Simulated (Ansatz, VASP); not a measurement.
## Zn2Cd3S5: VASP beside Ansatz

```xyz
10
Lattice="-1.9794 1.9794 13.9965 1.9794 -1.9794 13.9965 1.9794 1.9794 -13.9965" Properties=species:S:1:pos:R:3 pbc="T T T"
Zn    0.0000    1.9794    4.1989
Zn    0.0000    1.9794    9.7975
Cd    1.9794    0.0000   12.5968
Cd    1.9794    0.0000    1.3996
Cd    1.9794    0.0000    6.9982
S     0.0000    0.0000   22.3944
S     0.0000    0.0000   11.1972
S     0.0000    0.0000    0.0000
S     0.0000    0.0000   16.7958
S     0.0000    0.0000    5.5986
```

Alike in both runs: task single point; functional PBE; k mesh 6 × 6 × 6; occupations gaussian, width 0.1 eV; no spin polarisation.

```csv
,VASP,Ansatz
version,VASP 6.6.1,Ansatz 0.2.0
potentials or method,"VASP PAW PBE potentials, release 64 (Zn, Cd, S), cutoff 520 eV","scalar-relativistic, plane waves, PAW"
valence electrons in the cell,90,114
```

VASP gave:

- gap on the k mesh at the Fermi level (eV): 1.49
- least direct gap on the mesh (eV): 1.49
- pressure (GPa): 6.5
- rms of the force components (eV/Å): 0.614

Q: What did Ansatz give for the same quantities?

A: gap on the k mesh at the Fermi level (eV): 1.48; least direct gap on the mesh (eV): 1.48; pressure (GPa): 6.1; rms of the force components (eV/Å): 0.596.

Atom by atom the forces differ by 0.017 eV/Å (rms over components). VASP's potentials hold 90 valence electrons a cell and Ansatz's 114, so a difference there can come from the potentials and not from the codes.
